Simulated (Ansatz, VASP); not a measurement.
Two plane-wave programs on Ti2Co

```
CELL_PARAMETERS angstrom
0.00000 3.36500 3.36500
3.36500 0.00000 3.36500
3.36500 3.36500 0.00000
ATOMIC_POSITIONS crystal
Ti 0.12500 0.12500 0.12500
Ti 0.62500 0.12500 0.12500
Ti 0.12500 0.12500 0.62500
Ti 0.12500 0.62500 0.12500
Co 0.50000 0.50000 0.50000
Co 0.75000 0.75000 0.75000
```

Alike in both runs: task relaxation of cell and atoms; functional PBEsol; k mesh 10 × 10 × 10; occupations gaussian, width 0.1 eV; no spin polarisation.

```csv
,VASP,Ansatz
version,VASP 6.6.1,Ansatz 0.2.0
potentials or method,"VASP PAW PBE potentials, release 64 (Ti_sv, Co), cutoff 600 eV","scalar-relativistic, plane waves, PAW"
valence electrons in the cell,66,82
```

|  | VASP | Ansatz | Ansatz less VASP |
| --- | --- | --- | --- |
| gap on the k mesh at the Fermi level, each at its own relaxed structure (eV) | none | none | - |
| relaxed volume (Å³/atom) | 14.01 | 14.01 | +0.001 |
| relaxed length of the cell vector where the two differ most in proportion (Å) | 4.917 | 4.917 | +0.0001 |

VASP's potentials were made for PBE, not for PBEsol. A gap of «none» marks a metal or a gap that the smearing closes. VASP's potentials hold 66 valence electrons a cell and Ansatz's 82, so a difference there can come from the potentials and not from the codes.
